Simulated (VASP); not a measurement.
# TaSi2 (C2) in VASP: a series of runs

Runs on TaSi2. Level: PBE. Tasks: single point.

All numbers are computed with VASP 6.6.1; they aren't measurements. Logs are shortened: lines on timing, memory, paths and dates and some standing lists are left out, and cuts for length are marked.

## 1. The cell of the first run

It takes space group C2 (No. 5, monoclinic). Conventional cell: a = 8.324 Å, b = 4.806 Å, c = 6.600 Å, α = 90.00°, β = 90.00°, γ = 90.00°. Within 2.7 Å of Ta (site symmetry 2) lie 4 Si at 2.03 to 2.33 Å. Within 3.5 Å of Ta (site symmetry 1) lie 10 Si at 2.62 to 2.84 Å and 3 Ta at 3.05 to 3.26 Å. Within 2.7 Å of Si (site symmetry 1) lie 3 Ta at 2.03 to 2.62 Å and 3 Si at 2.57 to 2.65 Å. Si (site symmetry 1) has 9 Si at 2.57 to 3.34 Å and 5 Ta at 2.62 to 3.13 Å within 3.4 Å. Within 3.1 Å of Si (site symmetry 1) lie 5 Ta at 2.33 to 2.84 Å and 5 Si at 2.57 to 2.84 Å.

## 2. Single point, PBE (atom 1 (Ta) moved by -0.864 Å along [1 0 0] and +0.000 Å along [0 0 1])

INCAR reads:

```
SYSTEM = TaSi2
PREC = Accurate
ENCUT = 520
EDIFF = 1E-6
ISMEAR = 0
SIGMA = 0.15
LREAL = .False.
LASPH = .True.
NELM = 100
ALGO = Normal
ISIF = 2
LWAVE = .False.
LCHARG = .False.
GGA = PE
NBANDS = 38
```

KPOINTS reads:

```
Automatic mesh
0
Gamma
  9 9 6
  0 0 0
```

POSCAR reads:

```
TaSi2
1.0
    4.8060235202      0.0000000000      0.0000000000
   -2.4030117601      4.1621384597      0.0000000000
    0.0000000000      0.0000000000      6.5995345254
Ta Si
3 6
Direct
    0.3202255989      0.0000000000      0.0000000000
    0.5000000000      0.5000000000      0.6666666667
    0.0000000000      0.5000000000      0.3333333333
    0.1589152396      0.3178304793      0.0000000000
    0.8410847604      0.1589152396      0.6666666667
    0.6821695207      0.8410847604      0.3333333333
    0.8410847604      0.6821695207      0.0000000000
    0.1589152396      0.8410847604      0.6666666667
    0.3178304793      0.1589152396      0.3333333333
```

Potentials or basis: VASP PAW PBE potentials, release 64 (Ta_pv, Si).

Command:

```console
cat potpaw_PBE.64/Ta_pv/POTCAR potpaw_PBE.64/Si/POTCAR > POTCAR
mpirun -np 1 vasp_std > vasp.out
```

OUTCAR:

```text
SYSTEM = TaSi2
   PREC = Accurate
   ENCUT = 520
   EDIFF = 1E-6
   ISMEAR = 0
   LREAL = .False.
   LASPH = .True.
   NELM = 100
   ISIF = 2
   GGA = PE

 ion  position               nearest neighbor table
   1  0.320  0.000  0.000-   7 2.03   4 2.03   9 2.33   8 2.33   4 2.97   7 2.97   3 3.05   2 3.05
                             6 3.13   5 3.13
   2  0.500  0.500  0.667-   4 2.62   7 2.62   6 2.62   9 2.62   8 2.74   5 2.74   8 2.74   5 2.74
                             8 2.84   5 2.84   1 3.05   3 3.26   3 3.26
   3  0.000  0.500  0.333-   4 2.62   7 2.62   5 2.62   8 2.62   9 2.74   6 2.74   9 2.74   6 2.74
                             6 2.84   9 2.84   1 3.05   2 3.26   2 3.26
   4  0.159  0.318  0.000-   1 2.03   5 2.57   9 2.57   3 2.62   2 2.62   7 2.65   7 2.84   7 2.84
                             1 2.97
   5  0.841  0.159  0.667-   4 2.57   6 2.57   3 2.62   8 2.65   2 2.74   2 2.74   2 2.84   8 2.84
                             8 2.84   1 3.13
   6  0.682  0.841  0.333-   7 2.57   5 2.57   2 2.62   9 2.65   3 2.74   3 2.74   3 2.84   9 2.84
                             9 2.84   1 3.13
   7  0.841  0.682  0.000-   1 2.03   8 2.57   6 2.57   3 2.62   2 2.62   4 2.65   4 2.84   4 2.84
                             1 2.97
   8  0.159  0.841  0.667-   1 2.33   7 2.57   9 2.57   3 2.62   5 2.65   2 2.74   2 2.74   2 2.84
                             5 2.84   5 2.84
   9  0.318  0.159  0.333-   1 2.33   4 2.57   8 2.57   2 2.62   6 2.65   3 2.74   3 2.74   3 2.84
                             6 2.84   6 2.84

  LATTYP: Found a hexagonal cell.
 ALAT       =     4.8060235202
 C/A-ratio  =     1.3731798227

  Lattice vectors:

 A1 = (   4.8060235202,   0.0000000000,   0.0000000000)
 A2 = (  -2.4030117601,   4.1621384597,   0.0000000000)
 A3 = (   0.0000000000,   0.0000000000,   6.5995345254)

Analysis of symmetry for initial positions (statically):
=====================================================================
 Subroutine PRICEL returns:
 Original cell was already a primitive cell.

 Routine SETGRP: Setting up the symmetry group for a
 hexagonal supercell.

 Subroutine GETGRP returns: Found  2 space group operations
 (whereof  2 operations were pure point group operations)
 out of a pool of 24 trial point group operations.

The static configuration has the point symmetry C_2 .

Analysis of symmetry for dynamics (positions and initial velocities):
=====================================================================
 Subroutine PRICEL returns:
 Original cell was already a primitive cell.

 Routine SETGRP: Setting up the symmetry group for a
 hexagonal supercell.

 Subroutine GETGRP returns: Found  2 space group operations
 (whereof  2 operations were pure point group operations)
 out of a pool of 24 trial point group operations.

The dynamic configuration has the point symmetry C_2 .

 Subroutine INISYM returns: Found  2 space group operations
 (whereof  2 operations are pure point group operations),
 and found     1 'primitive' translations

----------------------------------------------------------------------------------------

                                     Primitive cell

  volume of cell :     132.0127

  direct lattice vectors                    reciprocal lattice vectors
     4.806023520  0.000000000  0.000000000     0.208072223  0.120130554  0.000000000
    -2.403011760  4.162138460  0.000000000     0.000000000  0.240261108  0.000000000
     0.000000000  0.000000000  6.599534525     0.000000000  0.000000000  0.151525838

  length of vectors
     4.806023520  4.806023520  6.599534525     0.240261108  0.240261108  0.151525838

  position of ions in fractional coordinates (direct lattice)
     0.320225599  0.000000000  0.000000000
     0.500000000  0.500000000  0.666666667
     1.000000000  0.500000000  0.333333333
     0.158915240  0.317830479  0.000000000
     0.841084760  0.158915240  0.666666667
     0.682169521  0.841084760  0.333333333
     0.841084760  0.682169521  0.000000000
     0.158915240  0.841084760  0.666666667
     0.317830479  0.158915240  0.333333333

  ion indices of the primitive-cell ions
   primitive index   ion index
                 1           1
                 2           2
                 3           3
                 4           4
                 5           5
                 6           6
                 7           7
                 8           8
                 9           9

----------------------------------------------------------------------------------------

 KPOINTS: Automatic mesh

Automatic generation of k-mesh.
 Grid dimensions read from file:
 generate k-points for:    9    9    6

 Generating k-lattice:

  Cartesian coordinates                     Fractional coordinates (reciprocal lattice)
     0.023119136  0.013347839  0.000000000     0.111111111  0.000000000  0.000000000
     0.000000000  0.026695679  0.000000000     0.000000000  0.111111111  0.000000000
     0.000000000  0.000000000  0.025254306     0.000000000  0.000000000  0.166666667

  Length of vectors
     0.026695679  0.026695679  0.025254306

  Shift w.r.t. Gamma in fractional coordinates (k-lattice)
     0.000000000  0.000000000  0.000000000

 Subroutine IBZKPT returns following result:
 ===========================================

 Found    140 irreducible k-points:

 Following reciprocal coordinates:
            Coordinates               Weight
  0.000000  0.000000  0.000000      1.000000
  0.111111  0.000000  0.000000      4.000000
  0.000000  0.111111  0.000000      2.000000
  0.222222 -0.000000  0.000000      4.000000
  0.000000  0.222222  0.000000      2.000000
  0.333333 -0.000000  0.000000      4.000000
[... 16 lines left out ...]
 -0.222222 -0.444444  0.000000      4.000000
  0.444444  0.333333  0.000000      4.000000
 [... further k-points ...]
   k-points           NKPTS =    140   k-points in BZ     NKDIM =    140   number of bands    NBANDS=     38
   number of dos      NEDOS =    301   number of ions     NIONS =      9
   total plane-waves  NPLWV =  64800
   dimension x,y,z NGX =    36 NGY =   36 NGZ =   50
   dimension x,y,z NGXF=    72 NGYF=   72 NGZF=  100
   ions per type =               3   6
   NGX,Y,Z   is equivalent  to a cutoff of  12.45, 12.45, 12.60 a.u.
   NGXF,Y,Z  is equivalent  to a cutoff of  24.91, 24.91, 25.19 a.u.
 SYSTEM =  TaSi2
   PREC   = accura    normal or accurate (medium, high low for compatibility)
   ISTART =      0    job   : 0-new  1-cont  2-samecut
   ICHARG =      2    charge: 1-file 2-atom 10-const
   ISPIN  =      1    spin polarized calculation?
   LNONCOLLINEAR =      F non collinear calculations
   LSORBIT =      F    spin-orbit coupling
   LASPH  =      T    aspherical Exc in radial PAW
   ENCUT  =  520.0 eV  38.22 Ry    6.18 a.u.   8.94  8.94 12.27*2*pi/ulx,y,z
   NELM   =    100;   NELMIN=  2; NELMDL= -5     # of ELM steps
   EDIFF  = 0.1E-05   stopping-criterion for ELM
   LREAL  =      F    real-space projection
   EDIFFG = 0.1E-04   stopping-criterion for IOM
   NSW    =      0    number of steps for IOM
   IBRION =     -1    ionic relax: 0-MD 1-quasi-New 2-CG
   NFREE  =      0    steps in history (QN), initial steepest desc. (CG)
   ISIF   =      2    stress and relaxation
   ISYM   =      2    0-nonsym 1-usesym 2-fastsym
   POTIM  = 0.5000    time-step for ionic-motion
   TEBEG  =    0.0;   TEEND  =   0.0 temperature during run
   PSTRESS=    0.0 pullay stress
   NELECT =      57.0000    total number of electrons
   NUPDOWN=      -1.0000    fix difference up-down
   EMIN   =  10.00;   EMAX   =-10.00  energy-range for DOS
   EFERMI =   0.00;   METHOD = LEGACY
   ISMEAR =     0;   SIGMA  =   0.15  broadening in eV -4-tet -1-fermi 0-gaus
   EFERMI_NEDOS =   21; number of points for ismear=-14 and -15
   IALGO  =     38    algorithm
   IMIX   =      4    mixing-type and parameters
     AMIX     =   0.40;   BMIX     =  1.00
     AMIX_MAG =   1.60;   BMIX_MAG =  1.00
  volume/ion in A,a.u.               =      14.67        98.99
  Fermi-wavevector in a.u.,A,eV,Ry     =   1.237356  2.338263 20.831186  1.531049
  Thomas-Fermi vector in A             =   2.371926
   LORBIT       =      0    0 simple, 1 ext, 2 COOP (PROOUT), +10 PAW based schemes
   GGA     = PE    functional components
   LHFCALC =     F    Hartree Fock is set to
   AEXX    =    0.0000 exact exchange contribution
   IVDW    =     0    specifies the selected vdW correction
   LEPSILON=     F    determine dielectric tensor
   LRPA    =     F    only Hartree local field effects (RPA)
 non-spin polarized calculation
 Gauss-broadening in eV      SIGMA  =   0.15
  energy-cutoff  :      520.00
  volume of cell :      132.01
 maximum number of plane-waves:      3577
   NGX = 17   NGY = 17   NGZ = 25

 number of electron      57.0000007 magnetization

 Free energy of the ion-electron system (eV)
  ---------------------------------------------------
  ext. energy  EPLUGINS =         0.00000000
  ---------------------------------------------------
  free energy    TOTEN  =       -64.00141357 eV

  energy without entropy =      -63.96336370  energy(sigma->0) =      -63.98238863

 E-fermi :   9.0955     XC(G=0): -11.9351

 val. band max:        9.0937741367   @ k =  -0.3333  -0.1111   0.1667
 cond. band min:       9.0969756960   @ k =   0.0000   0.4444   0.5000
 fundamental gap:      0.0032015593
 Fermi energy:         9.0955317920

 k-point     1 :       0.0000    0.0000    0.0000
  band No.  band energies     occupation
      1     -25.3372      2.00000
      2     -25.3339      2.00000
      3     -25.2689      2.00000
      4     -25.2176      2.00000
      5     -25.2118      2.00000
      6     -25.1752      2.00000
[... 30 lines left out ...]
     37      13.1726      0.00000
     38      13.3837      0.00000

 k-point     2 :       0.1111    0.0000    0.0000
  band No.  band energies     occupation
      1     -25.3418      2.00000
      2     -25.3356      2.00000
      3     -25.2652      2.00000
      4     -25.2158      2.00000
      5     -25.2126      2.00000
      6     -25.1758      2.00000
[... 30 lines left out ...]
     37      12.8891      0.00000
     38      13.4387      0.00000

 k-point     3 :       0.0000    0.1111    0.0000
  band No.  band energies     occupation
      1     -25.3446      2.00000
      2     -25.3314      2.00000
      3     -25.2643      2.00000
      4     -25.2186      2.00000
      5     -25.2120      2.00000
      6     -25.1762      2.00000
[... 30 lines left out ...]
     37      13.0252      0.00000
     38      13.0414      0.00000

 k-point     4 :       0.2222   -0.0000    0.0000
  band No.  band energies     occupation
      1     -25.3518      2.00000
      2     -25.3397      2.00000
      3     -25.2575      2.00000
      4     -25.2165      2.00000
      5     -25.2096      2.00000
      6     -25.1777      2.00000
[... 30 lines left out ...]
     37      13.0697      0.00000
     38      13.2930      0.00000
[... 703 lines left out ...]
      4     -25.2280      2.00000
      5     -25.1988      2.00000
      6     -25.1889      2.00000
[... 30 lines left out ...]
     37      12.6328      0.00000
     38      12.8724      0.00000

 k-point    23 :      -0.2222   -0.4444    0.0000
  band No.  band energies     occupation
      1     -25.3689      2.00000
      2     -25.3399      2.00000
      3     -25.2367      2.00000
      4     -25.2284      2.00000
      5     -25.2059      2.00000
      6     -25.1888      2.00000
[... 30 lines left out ...]
     37      12.6064      0.00000
     38      12.9740      0.00000

 k-point    24 :       0.4444    0.3333    0.0000
  band No.  band energies     occupation
      1     -25.3674      2.00000
      2     -25.3472      2.00000
      3     -25.2407      2.00000
      4     -25.2283      2.00000
      5     -25.1944      2.00000
      6     -25.1889      2.00000
[... 30 lines left out ...]
     37      12.6884      0.00000
     38      12.8488      0.00000

 [... further k-points ...]

------------------------ aborting loop because EDIFF is reached ----------------------------------------

  FORCE on cell =-STRESS in cart. coord.  units (eV):
  Direction    XX          YY          ZZ          XY          YZ          ZX
  --------------------------------------------------------------------------------------
  -------------------------------------------------------------------------------------
  Total       28.0150950     18.6305582     13.7751408      0.0000000      4.4790850      0.0000000
  in kB      340.0062978    226.1104995    167.1825363      0.0000000     54.3605909      0.0000000
  external PRESSURE =     244.4331112 kB  Pullay stress =       0.0000000 kB

 VOLUME and BASIS-vectors are now :
 -----------------------------------------------------------------------------
  energy-cutoff  :      520.00
  volume of cell :      132.01
      direct lattice vectors                 reciprocal lattice vectors
     4.806023520  0.000000000  0.000000000     0.208072223  0.120130554  0.000000000
    -2.403011760  4.162138460  0.000000000     0.000000000  0.240261108  0.000000000
     0.000000000  0.000000000  6.599534525     0.000000000  0.000000000  0.151525838

 POSITION                                       TOTAL-FORCE (eV/Angst)
 -----------------------------------------------------------------------------------
      1.53901      0.00000      0.00000        23.080448      0.000000      0.000000
      1.20151      2.08107      4.39969        -1.468610     -0.335048     -0.418425
     -1.20151      2.08107      2.19984        -1.468610      0.335048      0.418425
     -0.00000      1.32285      0.00000        -8.749531      6.977716      0.325133
      3.66040      0.66143      4.39969        -1.006341     -0.148362      0.382225
      1.25739      3.50071      2.19984        -1.006341      0.148362     -0.382225
      2.40301      2.83928      0.00000        -8.749531     -6.977716     -0.325133
     -1.25739      3.50071      4.39969        -0.315742     -1.012950     -2.790802
      1.14563      0.66143      2.19984        -0.315742      1.012950      2.790802
 -----------------------------------------------------------------------------------
    total drift:                                0.001035      0.000001      0.000000

  FREE ENERGIE OF THE ION-ELECTRON SYSTEM (eV)
  ---------------------------------------------------
  free  energy   TOTEN  =       -64.0014135658 eV

  energy  without entropy=      -63.9633637032  energy(sigma->0) =      -63.98238863
```

Wall time 17 min (1 thread of Oxide Virtual Turin-like, shared host); peak memory 0.58 GiB.

What came out:

```
Free energy   : -64.0014 eV
Pressure      : 24.4 GPa
Largest force : 23.080 eV/Å
```

Forces in eV/Å, atoms in the order of the input:
```
Ta  23.080  0.000  0.000
Ta  -1.469 -0.335 -0.418
Ta  -1.469  0.335  0.418
Si  -8.750  6.978  0.325
Si  -1.006 -0.148  0.382
Si  -1.006  0.148 -0.382
Si  -8.750 -6.978 -0.325
Si  -0.316 -1.013 -2.791
Si  -0.316  1.013  2.791
```

Stress tensor (GPa, compression positive):
```
34.00  0.00  0.00
 0.00 22.61  5.44
 0.00  5.44 16.72
```

Caveat: the cell differs from its parent crystal (atom 1 (Ta) moved by -0.864 Å along [1 0 0] and +0.000 Å along [0 0 1]); spin-orbit coupling is left out, which moves the levels of the heavy elements; forces of over 1 eV/Å act on the atoms, so gaps and moduli don't describe the material at rest.

## 3. Single point, PBE (atom 1 (Ta) moved by -0.432 Å along [1 0 0] and +0.000 Å along [0 0 1])

INCAR reads:

```
SYSTEM = TaSi2
PREC     = Accurate       ! precision mode
ENCUT    = 520            ! plane-wave cutoff, eV
EDIFF    = 1E-6           ! SCF threshold, eV
ISMEAR   = 0              ! smearing method
SIGMA    = 0.15           ! smearing width, eV
LREAL    = .FALSE.        ! projectors in reciprocal space
LASPH    = .TRUE.         ! aspherical terms in the spheres
NELM     = 60             ! most SCF steps
ALGO     = Normal         ! electronic algorithm
ISIF     = 2              ! what is computed and relaxed
LWAVE    = .FALSE.        ! write WAVECAR
LCHARG   = .FALSE.        ! write CHGCAR
GGA      = PE             ! functional
NBANDS   = 38             ! bands
```

KPOINTS reads:

```
Automatic mesh
0
G
  9 9 6
  0 0 0
```

Edit POSCAR of step 2 so:

```diff
@@ -8,3 +8,3 @@
 Direct
-    0.3202255989      0.0000000000      0.0000000000
+    0.4101127995      0.0000000000      0.0000000000
     0.5000000000      0.5000000000      0.6666666667
```

Potentials or basis: VASP PAW PBE potentials, release 64 (Ta_pv, Si).

Command:

```console
cat potpaw_PBE.64/Ta_pv/POTCAR potpaw_PBE.64/Si/POTCAR > POTCAR
mpirun -np 1 vasp_std > vasp.out
```

It took 17 min on 1 thread of Oxide Virtual Turin-like, shared host; peak memory 0.59 GiB.

It converged, with:

```
Free energy   : -70.5422 eV
Pressure      : 6.1 GPa
Largest force : 8.496 eV/Å
```

Forces in eV/Å, atoms in the order of the input:
```
Ta   8.496  0.000  0.000
Ta  -0.855 -0.361 -0.075
Ta  -0.855  0.361  0.075
Si  -2.373  1.128  0.136
Si  -0.590 -0.118  0.461
Si  -0.590  0.118 -0.461
Si  -2.373 -1.128 -0.136
Si  -0.429 -0.402 -1.257
Si  -0.429  0.402  1.257
```

Stress tensor (GPa, compression positive):
```
9.65 0.00 0.00
0.00 3.42 2.98
0.00 2.98 5.20
```

Levels at points of the mesh, in eV from the Fermi level:
```csv
k point,band 26,band 27,band 28,band 29,band 30,band 31,band 32,band 33
"(0.00, 0.00, 0.00)",-2.14,-2.14,-1.95,-1.41,0.61,2.49,2.68,2.78
"(0.00, 0.00, 0.50)",-2.01,-1.74,-1.65,0.77,1.00,2.29,2.35,2.46
```

Caveat: the cell differs from its parent crystal (atom 1 (Ta) moved by -0.432 Å along [1 0 0] and +0.000 Å along [0 0 1]); spin-orbit coupling is left out, which moves the levels of the heavy elements; forces of over 1 eV/Å act on the atoms, so gaps and moduli don't describe the material at rest.
